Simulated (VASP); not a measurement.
Input of a VASP 6.6.1 run:

File INCAR:

```
  ALGO = Normal
  EDIFF = 1E-7
  EDIFFG = -0.01
  ENCUT = 600
  GGA = PS
  IBRION = 2
  ISIF = 3
  ISMEAR = 1
  LASPH = T
  LCHARG = F
  LREAL = F
  LWAVE = F
  NELM = 100
  NSW = 80
  PREC = Accurate
  SIGMA = 0.05
```

Contents of KPOINTS:

```
k-points
0
Gamma
  6 6 6
```

File POSCAR:

```
Sc
1.0
    4.5487226549      0.0000000000      0.0000000000
    0.0000000000      4.5487226549      0.0000000000
    0.0000000000      0.0000000000      4.5487226549
Sc
4
Direct
    0.0000000000      0.0000000000      0.0000000000
    0.0000000000      0.5000000000      0.5000000000
    0.5000000000      0.0000000000      0.5000000000
    0.5000000000      0.5000000000      0.0000000000
```

Potentials or basis: VASP PAW PBE potentials, release 64 (Sc_sv).

Launch:

```bash
$ cat potpaw_PBE.64/Sc_sv/POTCAR > POTCAR
$ mpirun -np 1 vasp_std > vasp.out
```

(1) Estimate the band gap on the k mesh.

(2) Estimate the space group after relaxing (to 0.1 Å).

## Answers

(1) zero (bands 22 and 23 overlap by 1.04 eV).

(2) Fm-3m (No. 225).
